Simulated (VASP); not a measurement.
# Al2Cu in VASP: a series of runs

The runs below take Al2Cu through single point, with PBEsol.

Everything below comes from runs of VASP 6.6.1. Logs are shortened: lines on timing, memory, paths and dates and some standing lists are left out, and cuts for length are marked.

## 1. The cell of the first run

It takes space group P4/mmm (No. 123, tetragonal). Conventional cell: a = 4.154 Å, b = 4.154 Å, c = 2.752 Å, α = 90.00°, β = 90.00°, γ = 90.00°. Within 3.3 Å of Al (site symmetry mmm) lie 4 Cu at 2.49 Å and 6 Al at 2.75 to 2.94 Å. Within 3.3 Å of Cu (site symmetry 4/mmm) lie 8 Al at 2.49 Å and 2 Cu at 2.75 Å.

## 2. Single point, PBEsol (strained)

Input file INCAR:

```
SYSTEM = Al2Cu
ALGO = Fast ; EDIFF = 1E-7
ENCUT = 520 ; GGA = PS
ISIF = 2 ; ISMEAR = 0
LASPH = .True. ; LCHARG = .True.
LELF = .True. ; LREAL = .False.
LVHAR = .True. ; LWAVE = .False.
NBANDS = 16 ; NELM = 80
PREC = Accurate ; SIGMA = 0.1
```

Input file KPOINTS:

```
k-points
0
Gamma
  10 10 14
  0 0 0
```

Input file POSCAR:

```
Al2Cu
1.0
    4.1542799767      0.0000000000      0.0000000000
    0.0000000000      4.1542799767      0.0000000000
    0.0000000000      0.0000000000      2.7524143235
Al Cu
2 1
Direct
    0.5000000000      0.0000000000      0.5000000000
    0.0000000000      0.5000000000      0.5000000000
    0.0000000000      0.0000000000      0.0000000000
```

Potentials or basis: VASP PAW PBE potentials, release 64 (Al, Cu).

Launch:

```sh
$ cat potpaw_PBE.64/Al/POTCAR potpaw_PBE.64/Cu/POTCAR > POTCAR
$ mpirun -np 1 vasp_std > vasp.out
```

OUTCAR:

```text
SYSTEM = Al2Cu
   EDIFF = 1E-7
   ENCUT = 520
   GGA = PS
   ISIF = 2
   ISMEAR = 0
   LASPH = .True.
   LREAL = .False.
   NELM = 80
   PREC = Accurate

 ion  position               nearest neighbor table
   1  0.500  0.000  0.500-   3 2.49   3 2.49   3 2.49   3 2.49   2 2.94   2 2.94   2 2.94   2 2.94

   2  0.000  0.500  0.500-   3 2.49   3 2.49   3 2.49   3 2.49   1 2.94   1 2.94   1 2.94   1 2.94

   3  0.000  0.000  0.000-   1 2.49   2 2.49   1 2.49   2 2.49   2 2.49   2 2.49   1 2.49   1 2.49

  LATTYP: Found a simple tetragonal cell.
 ALAT       =     4.1542799767
 C/A-ratio  =     0.6625490672

  Lattice vectors:

 A1 = (   4.1542799767,   0.0000000000,   0.0000000000)
 A2 = (   0.0000000000,   4.1542799767,   0.0000000000)
 A3 = (   0.0000000000,   0.0000000000,   2.7524143235)

Analysis of symmetry for initial positions (statically):
=====================================================================
 Subroutine PRICEL returns:
 Original cell was already a primitive cell.

 Routine SETGRP: Setting up the symmetry group for a
 simple tetragonal supercell.

 Subroutine GETGRP returns: Found 16 space group operations
 (whereof 16 operations were pure point group operations)
 out of a pool of 16 trial point group operations.

The static configuration has the point symmetry D_4h.

Analysis of symmetry for dynamics (positions and initial velocities):
=====================================================================
 Subroutine PRICEL returns:
 Original cell was already a primitive cell.

 Routine SETGRP: Setting up the symmetry group for a
 simple tetragonal supercell.

 Subroutine GETGRP returns: Found 16 space group operations
 (whereof 16 operations were pure point group operations)
 out of a pool of 16 trial point group operations.

The dynamic configuration has the point symmetry D_4h.

 Subroutine INISYM returns: Found 16 space group operations
 (whereof 16 operations are pure point group operations),
 and found     1 'primitive' translations

----------------------------------------------------------------------------------------

                                     Primitive cell

  volume of cell :      47.5013

  direct lattice vectors                    reciprocal lattice vectors
     4.154279977  0.000000000  0.000000000     0.240715601  0.000000000  0.000000000
     0.000000000  4.154279977  0.000000000     0.000000000  0.240715601  0.000000000
     0.000000000  0.000000000  2.752414324     0.000000000  0.000000000  0.363317394

  length of vectors
     4.154279977  4.154279977  2.752414324     0.240715601  0.240715601  0.363317394

  position of ions in fractional coordinates (direct lattice)
     0.500000000  0.000000000  0.500000000
     0.000000000  0.500000000  0.500000000
     0.000000000  0.000000000  0.000000000

  ion indices of the primitive-cell ions
   primitive index   ion index
                 1           1
                 2           2
                 3           3

----------------------------------------------------------------------------------------

 KPOINTS: k-points

Automatic generation of k-mesh.
 Grid dimensions read from file:
 generate k-points for:   10   10   14

 Generating k-lattice:

  Cartesian coordinates                     Fractional coordinates (reciprocal lattice)
     0.024071560  0.000000000  0.000000000     0.100000000  0.000000000  0.000000000
     0.000000000  0.024071560  0.000000000     0.000000000  0.100000000  0.000000000
     0.000000000  0.000000000  0.025951242     0.000000000  0.000000000  0.071428571

  Length of vectors
     0.024071560  0.024071560  0.025951242

  Shift w.r.t. Gamma in fractional coordinates (k-lattice)
     0.000000000  0.000000000  0.000000000

 Subroutine IBZKPT returns following result:
 ===========================================

 Found    168 irreducible k-points:

 Following reciprocal coordinates:
            Coordinates               Weight
  0.000000  0.000000  0.000000      1.000000
  0.100000  0.000000  0.000000      4.000000
  0.200000  0.000000  0.000000      4.000000
  0.300000  0.000000  0.000000      4.000000
  0.400000  0.000000  0.000000      4.000000
  0.500000  0.000000  0.000000      2.000000
[... 16 lines left out ...]
  0.100000  0.000000  0.071429      8.000000
  0.200000  0.000000  0.071429      8.000000
 [... further k-points ...]
   k-points           NKPTS =    168   k-points in BZ     NKDIM =    168   number of bands    NBANDS=     16
   number of dos      NEDOS =    301   number of ions     NIONS =      3
   total plane-waves  NPLWV =  20480
   dimension x,y,z NGX =    32 NGY =   32 NGZ =   20
   dimension x,y,z NGXF=    64 NGYF=   64 NGZF=   40
   ions per type =               2   1
   NGX,Y,Z   is equivalent  to a cutoff of  12.81, 12.81, 12.08 a.u.
   NGXF,Y,Z  is equivalent  to a cutoff of  25.61, 25.61, 24.16 a.u.
 SYSTEM =  Al2Cu
   PREC   = accura    normal or accurate (medium, high low for compatibility)
   ISTART =      0    job   : 0-new  1-cont  2-samecut
   ICHARG =      2    charge: 1-file 2-atom 10-const
   ISPIN  =      1    spin polarized calculation?
   LNONCOLLINEAR =      F non collinear calculations
   LSORBIT =      F    spin-orbit coupling
   LASPH  =      T    aspherical Exc in radial PAW
   ENCUT  =  520.0 eV  38.22 Ry    6.18 a.u.   7.72  7.72  5.12*2*pi/ulx,y,z
   NELM   =     80;   NELMIN=  2; NELMDL= -5     # of ELM steps
   EDIFF  = 0.1E-06   stopping-criterion for ELM
   LREAL  =      F    real-space projection
   EDIFFG = 0.1E-05   stopping-criterion for IOM
   NSW    =      0    number of steps for IOM
   IBRION =     -1    ionic relax: 0-MD 1-quasi-New 2-CG
   NFREE  =      0    steps in history (QN), initial steepest desc. (CG)
   ISIF   =      2    stress and relaxation
   ISYM   =      2    0-nonsym 1-usesym 2-fastsym
   POTIM  = 0.5000    time-step for ionic-motion
   TEBEG  =    0.0;   TEEND  =   0.0 temperature during run
   PSTRESS=    0.0 pullay stress
   NELECT =      17.0000    total number of electrons
   NUPDOWN=      -1.0000    fix difference up-down
   EMIN   =  10.00;   EMAX   =-10.00  energy-range for DOS
   EFERMI =   0.00;   METHOD = LEGACY
   ISMEAR =     0;   SIGMA  =   0.10  broadening in eV -4-tet -1-fermi 0-gaus
   EFERMI_NEDOS =   21; number of points for ismear=-14 and -15
   IALGO  =     68    algorithm
   IMIX   =      4    mixing-type and parameters
     AMIX     =   0.40;   BMIX     =  1.00
     AMIX_MAG =   1.60;   BMIX_MAG =  1.00
  volume/ion in A,a.u.               =      15.83       106.85
  Fermi-wavevector in a.u.,A,eV,Ry     =   1.162312  2.196451 18.381049  1.350969
  Thomas-Fermi vector in A             =   2.298874
   LORBIT       =      0    0 simple, 1 ext, 2 COOP (PROOUT), +10 PAW based schemes
   GGA     = PS    functional components
   LHFCALC =     F    Hartree Fock is set to
   AEXX    =    0.0000 exact exchange contribution
   IVDW    =     0    specifies the selected vdW correction
   LEPSILON=     F    determine dielectric tensor
   LRPA    =     F    only Hartree local field effects (RPA)
 non-spin polarized calculation
 RMM-DIIS sequential band-by-band and
 Gauss-broadening in eV      SIGMA  =   0.10
  energy-cutoff  :      520.00
  volume of cell :       47.50
 maximum number of plane-waves:      1300
 NGX is ok and might be reduce to    32
   NGX = 15   NGY = 15   NGZ = 11

 number of electron      16.9999984 magnetization

 Free energy of the ion-electron system (eV)
  ---------------------------------------------------
  ext. energy  EPLUGINS =         0.00000000
  ---------------------------------------------------
  free energy    TOTEN  =       -12.54946686 eV

  energy without entropy =      -12.54487885  energy(sigma->0) =      -12.54717286

 E-fermi :   7.3860     XC(G=0): -10.5852

 val. band max:        7.3823279542   @ k =   0.5000   0.3000   0.4286
 cond. band min:       7.4083689131   @ k =   0.5000   0.1000   0.0714
 fundamental gap:      0.0260409589
 Fermi energy:         7.3860017885

 k-point     1 :       0.0000    0.0000    0.0000
  band No.  band energies     occupation
      1      -3.3921      2.00000
      2       1.6404      2.00000
      3       2.2211      2.00000
      4       2.9343      2.00000
      5       3.2754      2.00000
      6       3.2754      2.00000
[... 8 lines left out ...]
     15      14.9006      0.00000
     16      20.3571      0.00000

 k-point     2 :       0.1000    0.0000    0.0000
  band No.  band energies     occupation
      1      -3.3102      2.00000
      2       1.5859      2.00000
      3       2.1996      2.00000
      4       2.9068      2.00000
      5       3.2736      2.00000
      6       3.2757      2.00000
[... 8 lines left out ...]
     15      15.2295      0.00000
     16      20.6103      0.00000

 k-point     3 :       0.2000    0.0000    0.0000
  band No.  band energies     occupation
      1      -3.0682      2.00000
      2       1.3071      2.00000
      3       2.1505      2.00000
      4       2.8430      2.00000
      5       3.2691      2.00000
      6       3.2766      2.00000
[... 8 lines left out ...]
     15      16.8820      0.00000
     16      19.9934      0.00000

 k-point     4 :       0.3000    0.0000    0.0000
  band No.  band energies     occupation
      1      -2.6811      2.00000
      2       0.6567      2.00000
      3       2.1291      2.00000
      4       2.7761      2.00000
      5       2.9493      2.00000
      6       3.2636      2.00000
[... 8 lines left out ...]
     15      18.7427      0.00000
     16      19.1238      0.00000
[... 324 lines left out ...]
 k-point    22 :       0.0000    0.0000    0.0714
  band No.  band energies     occupation
      1      -3.2897      2.00000
      2       1.6793      2.00000
      3       2.2666      2.00000
      4       2.9458      2.00000
      5       3.1524      2.00000
      6       3.1524      2.00000
[... 8 lines left out ...]
     15      16.2049      0.00000
     16      19.8619      0.00000

 k-point    23 :       0.1000    0.0000    0.0714
  band No.  band energies     occupation
      1      -3.2079      2.00000
      2       1.6265      2.00000
      3       2.2460      2.00000
      4       2.9174      2.00000
      5       3.1351      2.00000
      6       3.1595      2.00000
[... 8 lines left out ...]
     15      16.6176      0.00000
     16      19.3685      0.00000

 k-point    24 :       0.2000    0.0000    0.0714
  band No.  band energies     occupation
      1      -2.9662      2.00000
      2       1.3581      2.00000
      3       2.1968      2.00000
      4       2.8549      2.00000
      5       3.0574      2.00000
      6       3.1716      2.00000
[... 8 lines left out ...]
     15      17.4452      0.00000
     16      18.4714      0.00000

 [... further k-points ...]

------------------------ aborting loop because EDIFF is reached ----------------------------------------

  FORCE on cell =-STRESS in cart. coord.  units (eV):
  Direction    XX          YY          ZZ          XY          YZ          ZX
  --------------------------------------------------------------------------------------
  -------------------------------------------------------------------------------------
  Total       -0.2537151     -0.2537151      0.8380591      0.0000000      0.0000000      0.0000000
  in kB       -8.5575915     -8.5575915     28.2670108      0.0000000      0.0000000      0.0000000
  external PRESSURE =       3.7172759 kB  Pullay stress =       0.0000000 kB

 VOLUME and BASIS-vectors are now :
 -----------------------------------------------------------------------------
  energy-cutoff  :      520.00
  volume of cell :       47.50
      direct lattice vectors                 reciprocal lattice vectors
     4.154279977  0.000000000  0.000000000     0.240715601  0.000000000  0.000000000
     0.000000000  4.154279977  0.000000000     0.000000000  0.240715601  0.000000000
     0.000000000  0.000000000  2.752414324     0.000000000  0.000000000  0.363317394

 POSITION                                       TOTAL-FORCE (eV/Angst)
 -----------------------------------------------------------------------------------
      2.07714      0.00000      1.37621         0.000000      0.000000      0.000000
      0.00000      2.07714      1.37621         0.000000      0.000000      0.000000
      0.00000      0.00000      0.00000         0.000000      0.000000      0.000000
 -----------------------------------------------------------------------------------
    total drift:                               -0.000000     -0.000000      0.000000

  FREE ENERGIE OF THE ION-ELECTRON SYSTEM (eV)
  ---------------------------------------------------
  free  energy   TOTEN  =       -12.5494668605 eV

  energy  without entropy=      -12.5448788517  energy(sigma->0) =      -12.54717286
```

Wall time 65 s (1 thread of Intel Xeon Platinum 8488C (Sapphire Rapids), shared host); peak memory 0.24 GiB.

Results:

- Free energy: -12.5495 eV
- Pressure: 0.4 GPa
- Band gap on the k mesh: zero (an odd number of electrons rules out a gap without spin polarisation)

Stress tensor (GPa, compression positive):
```
-0.86  0.00  0.00
 0.00 -0.86  0.00
 0.00  0.00  2.83
```

Levels at points of the mesh, in eV from the Fermi level:
| k point | band 5 | band 6 | band 7 | band 8 | band 9 | band 10 | band 11 | band 12 | band 13 | band 14 |
| --- | --- | --- | --- | --- | --- | --- | --- | --- | --- | --- |
| (0.00, 0.00, 0.00) | -4.11 | -4.11 | -2.76 | -2.76 | -0.54 | 0.56 | 5.54 | 5.54 | 6.68 | 7.28 |
| (0.50, 0.00, 0.00) | -4.57 | -4.13 | -4.11 | -1.52 | 1.25 | 1.31 | 1.40 | 7.86 | 8.84 | 9.09 |
| (0.50, 0.50, 0.00) | -4.60 | -4.49 | -4.12 | -4.12 | -2.57 | 8.30 | 8.30 | 9.20 | 9.35 | 10.25 |
| (0.00, 0.00, 0.50) | -4.95 | -4.22 | -2.89 | 2.10 | 2.60 | 2.60 | 2.77 | 2.77 | 3.25 | 3.84 |
| (0.50, 0.00, 0.50) | -4.32 | -4.30 | -3.15 | -2.31 | -1.45 | 3.79 | 3.84 | 4.56 | 5.02 | 5.69 |
| (0.50, 0.50, 0.50) | -4.09 | -3.36 | -2.43 | -2.43 | -0.61 | -0.53 | 0.19 | 0.19 | 2.34 | 11.34 |

Caveat: the cell differs from its parent crystal (strained); the PAW data sets were made with another functional, which shifts forces and pressure a little.

[end of part 1 of 2]

The gap in the log of VASP goes by the Fermi energy; the results here count the filled bands.